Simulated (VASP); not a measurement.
Wanted: the native input for a VASP 6.6.1 run.

```yaml
Task: single point
Functional: PBE
Potentials_or_basis: VASP PAW PBE potentials, release 64 (Rb_sv, Br)
Cutoff: 520 eV
k_mesh: 4 × 4 × 4
Occupations: gaussian, width 0.01 eV
Spin: no spin polarisation
Dipole_correction: no
Further_INCAR_settings: ALGO = Normal; EDIFF = 1e-06; NBANDS = 15
```

The structure of RbBr lies in POSCAR:

```
RbBr
1.0
    0.0000000000      3.4608321250      3.4608321250
    3.4608321250      0.0000000000      3.4608321250
    3.4608321250      3.4608321250      0.0000000000
Rb Br
1 1
Direct
    0.0000000000      0.0000000000      0.0000000000
    0.5000000000      0.5000000000      0.5000000000
```

The input as run:

INCAR

```
SYSTEM = RbBr
PREC     = Accurate       ! precision mode
ENCUT    = 520            ! plane-wave cutoff, eV
EDIFF    = 1E-6           ! SCF threshold, eV
ISMEAR   = 0              ! smearing method
SIGMA    = 0.01           ! smearing width, eV
LREAL    = .FALSE.        ! projectors in reciprocal space
LASPH    = .TRUE.         ! aspherical terms in the spheres
NELM     = 100            ! most SCF steps
ALGO     = Normal         ! electronic algorithm
ISIF     = 2              ! what is computed and relaxed
LWAVE    = .FALSE.        ! write WAVECAR
LCHARG   = .FALSE.        ! write CHGCAR
GGA      = PE             ! functional
NBANDS   = 15             ! bands
```

KPOINTS

```
Automatic mesh
0
G
  4 4 4
  0 0 0
```

Potentials or basis: VASP PAW PBE potentials, release 64 (Rb_sv, Br).

Run with:

```console
$ cat potpaw_PBE.64/Rb_sv/POTCAR potpaw_PBE.64/Br/POTCAR > POTCAR
$ mpirun -np 1 vasp_std > vasp.out
```

It gave:

| Quantity | Value |
| --- | --- |
| Pressure | 0.6 GPa |
| Band gap on the k mesh | 4.29 eV, direct |

Run time: 7.3 s on 1 thread of Intel(R) Xeon(R) Platinum 8488C (Sapphire Rapids) (shared host), peak memory 0.2 GiB.
